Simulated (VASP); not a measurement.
Write the native input for VASP 6.6.1 that does the following.

```
Task                   : single point
Functional             : r2SCAN
Potentials or basis    : VASP PAW PBE potentials, release 64 (B_h, N_h)
Cutoff                 : 1460 eV
k mesh                 : 9 × 9 × 6
Occupations            : gaussian, width 0.02 eV
Spin                   : no spin polarisation
Dipole correction      : no
Further INCAR settings : ALGO = Normal; EDIFF = 1e-06; NBANDS = 16
```

BN:

```xyz
4
Lattice="2.5052 0.0000 0.0000 -1.2526 2.1695 0.0000 0.0000 0.0000 4.2141" Properties=species:S:1:pos:R:3 pbc="T T T"
B     0.0000    1.4464   -0.0007
B     1.2526    0.7232    2.1063
N     0.0000    1.4464    1.5768
N     1.2526    0.7232    3.6838
```

This cell differs from its parent crystal: strained cell.

These files were run (other wordings do the same):

POSCAR

```
BN
1.0
    2.5051775940      0.0000000000      0.0000000000
   -1.2525887970      2.1695474374      0.0000000000
    0.0000000000      0.0000000000      4.2140508624
B N
2 2
Direct
    0.3333333333      0.6666666667     -0.0001657249
    0.6666666667      0.3333333333      0.4998342751
    0.3333333333      0.6666666667      0.3741657249
    0.6666666667      0.3333333333      0.8741657249
```

INCAR.step1

```
ALGO = Normal ; EDIFF = 1E-5
ENCUT = 1460 ; GGA = PE
GGA_COMPAT = F ; ISMEAR = 0
LASPH = T ; LCHARG = F
LREAL = F ; LWAVE = T
NBANDS = 16 ; NELM = 120
PREC = Accurate ; SIGMA = 0.02
```

INCAR.step2

```
ALGO = Normal ; EDIFF = 1E-6
ENCUT = 1460 ; GGA_COMPAT = F
ISIF = 2 ; ISMEAR = 0
ISTART = 1 ; LASPH = T
LCHARG = F ; LMIXTAU = T
LREAL = F ; LWAVE = F
METAGGA = R2SCAN ; NBANDS = 16
NELM = 120 ; PREC = Accurate
SIGMA = 0.02
```

KPOINTS

```
k-points
0
Gamma
  9 9 6
```

Potentials or basis: VASP PAW PBE potentials, release 64 (B_h, N_h).

Launch:

```console
$ cat potpaw_PBE.64/B_h/POTCAR potpaw_PBE.64/N_h/POTCAR > POTCAR
$ cp INCAR.step1 INCAR
$ mpirun -np 1 vasp_std > vasp.out
$ cp INCAR.step2 INCAR
$ mpirun -np 1 vasp_std > vasp.out
```

Results of the run:

```
Pressure               : 11.6 GPa
Largest force          : 0.006 eV/Å
Band gap on the k mesh : 5.61 eV (least direct gap 8.93 eV)
```

Caveat: the cell differs from its parent crystal (strained cell); the stress differs along the axes, from -0 to 18 GPa; the PAW data sets were made with another functional, which shifts forces and pressure a little.

Run time: 2.7 min on 1 thread of Intel(R) Xeon(R) Platinum 8259CL CPU @ 2.50GHz (Skylake/Cascade Lake) (shared host), peak memory 0.27 GiB.
